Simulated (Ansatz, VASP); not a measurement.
## TePb in VASP and in Ansatz

File INCAR:

```
SYSTEM = TePb
PREC = Accurate
ENCUT = 520
EDIFF = 1E-6
ISMEAR = 0
SIGMA = 0.05
LREAL = .FALSE.
LASPH = .TRUE.
NELM = 100
ALGO = Normal
ISIF = 2
LWAVE = .FALSE.
LCHARG = .TRUE.
GGA = PE
LELF = .TRUE.
LVHAR = .TRUE.
NBANDS = 17
```

The input KPOINTS:

```
regular mesh
0
G
  8 8 8
  0 0 0
```

Contents of POSCAR:

```
TePb
1.0
    0.0000000000      3.3179488732      3.0525129633
    3.3179488732      0.0000000000      3.0525129633
    3.3179488732      3.3179488732      0.0000000000
Te Pb
1 1
Direct
    0.5000000000      0.5000000000      0.5000000000
    0.0000000000      0.0000000000      0.0000000000
```

Input for Ansatz:

```yaml
crystal:
  lattice:
    - [0.0, 3.3179488732, 3.0525129633]
    - [3.3179488732, 0.0, 3.0525129633]
    - [3.3179488732, 3.3179488732, 0.0]
  atoms:
    - { symbol: Te, position: [0.5, 0.5, 0.5] }
    - { symbol: Pb, position: [0.0, 0.0, 0.0] }
basis:
  ecutwfc: 420
kpoints:
  mp_grid: { grid: [8, 8, 8] }
hamiltonian:
  xc: pbe
scf:
  occupations: { method: gaussian, width: 0.05 }
output:
  forces: true
  stress: true
  eigenvalues: true
  write_density: true
  write_potential: true
  elf: true
  volumetric_format: npy
```

Alike in both runs: task single point; functional PBE; k mesh 8 × 8 × 8; occupations gaussian, width 0.05 eV; no spin polarisation.

|  | VASP | Ansatz |
| --- | --- | --- |
| version | VASP 6.6.1 | Ansatz 0.2.0 |
| potentials or method | VASP PAW PBE potentials, release 64 (Te, Pb_d), cutoff 520 eV | scalar-relativistic, plane waves, PAW |
| valence electrons in the cell | 20 | 30 |

Ansatz gave:

* gap on the k mesh at the Fermi level (eV): 0.38
* least direct gap on the mesh (eV): 0.38
* pressure (GPa): 3.4
* traceless stress, the component that is largest in VASP (GPa): 8.11

Q: Estimate VASP's values.

A: gap on the k mesh at the Fermi level (eV): 0.39; least direct gap on the mesh (eV): 0.39; pressure (GPa): 3.3; traceless stress, the component that is largest in VASP (GPa): 8.11.

VASP's potentials hold 20 valence electrons a cell and Ansatz's 30, so a difference there can come from the potentials and not from the codes.

Spin-orbit coupling is off throughout.
